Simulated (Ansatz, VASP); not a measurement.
KCl: VASP beside Ansatz

File INCAR:

```
  PREC = Accurate
  ENCUT = 520
  EDIFF = 1E-7
  ISMEAR = 0
  SIGMA = 0.05
  LREAL = False
  LASPH = True
  NELM = 100
  ALGO = Normal
  ISIF = 2
  LWAVE = False
  LCHARG = False
  GGA = PE
  NBANDS = 15
```

Contents of KPOINTS:

```
regular mesh
0
Gamma
  6 6 6
```

File POSCAR:

```
KCl
1.0
    3.9543718800      0.0000000000      0.0000000000
    0.0000000000      3.9543718800      0.0000000000
    0.0000000000      0.0000000000      3.8967839400
K Cl
1 1
Direct
    0.0000000000      0.0000000000      0.0000000000
    0.5000000000      0.5000000000      0.5000000000
```

Input for Ansatz:

```yaml
crystal:
  lattice:
    - [3.95437188, 0.0, 0.0]
    - [0.0, 3.95437188, 0.0]
    - [0.0, 0.0, 3.89678394]
  atoms:
    - { symbol: K, position: [0.0, 0.0, 0.0] }
    - { symbol: Cl, position: [0.5, 0.5, 0.5] }
basis:
  ecutwfc: 420
kpoints:
  mp_grid: { grid: [6, 6, 6] }
hamiltonian:
  xc: pbe
scf:
  occupations: { method: gaussian, width: 0.05 }
output:
  forces: true
  stress: true
  eigenvalues: true
```

Change from the starting cell: strain +0.030 along x and y, +0.015 along z, atoms carried along.

Alike in both runs: task single point; functional PBE; k mesh 6 × 6 × 6; occupations gaussian, width 0.05 eV; no spin polarisation.

|  | VASP | Ansatz |
| --- | --- | --- |
| version | VASP 6.6.1 | Ansatz 0.2.0 |
| potentials or method | VASP PAW PBE potentials, release 64 (K_sv, Cl), cutoff 520 eV | scalar-relativistic, plane waves, PAW |
| valence electrons in the cell | 16 | 16 |

|  | VASP | Ansatz | Ansatz less VASP |
| --- | --- | --- | --- |
| gap on the k mesh at the Fermi level (eV) | 4.47 | 4.47 | +0.001 |
| least direct gap on the mesh (eV) | 4.64 | 4.64 | 0.000 |
| pressure (GPa) | -1.2 | -1.2 | 0.00 |
| traceless stress, the component that is largest in VASP (GPa) | 0.38 | 0.39 | +0.001 |
